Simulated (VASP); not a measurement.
Set up this calculation in VASP 6.6.1, as the native input.

```yaml
Task: single point
Functional: PBE
Potentials_or_basis: VASP PAW PBE potentials, release 64 (Ge_d)
Cutoff: 520 eV
k_mesh: 14 × 14 × 14
Occupations: fermi-dirac, width 0.05 eV
Spin: no spin polarisation
Dipole_correction: no
Further_INCAR_settings: ALGO = Normal; EDIFF = 1e-06; NBANDS = 21
```

The structure of Ge lies in POSCAR:

```
Ge
1.0
    0.0000000000      2.8474084930      2.8474084930
    2.8474084930      0.0000000000      2.8474084930
    2.8474084930      2.8474084930      0.0000000000
Ge
2
Direct
    0.0000000000      0.0000000000      0.0000000000
    0.2500000000      0.2500000000      0.2500000000
```

This cell differs from its parent crystal: volume scaled by 1.02, then relaxed in part.

One way to write it, as run:

INCAR

```
PREC = Accurate ; ENCUT = 520
EDIFF = 1E-6 ; ISMEAR = -1
SIGMA = 0.05 ; LREAL = False
LASPH = True ; NELM = 100
ALGO = Normal ; ISIF = 2
LWAVE = False ; LCHARG = True
GGA = PE ; LELF = True
LVHAR = True ; NBANDS = 21
```

KPOINTS

```
Automatic mesh
0
Gamma
  14 14 14
```

Potentials or basis: VASP PAW PBE potentials, release 64 (Ge_d).

Run with:

```console
$ cat potpaw_PBE.64/Ge_d/POTCAR > POTCAR
$ mpirun -np 1 vasp_std > vasp.out
```

Results of the run:

* Pressure: 2.1 GPa
* Band gap on the k mesh: zero (filled and empty bands touch)

Wall time 4 min on 1 thread of AMD EPYC 7R13 (shared host), peak memory 0.19 GiB.
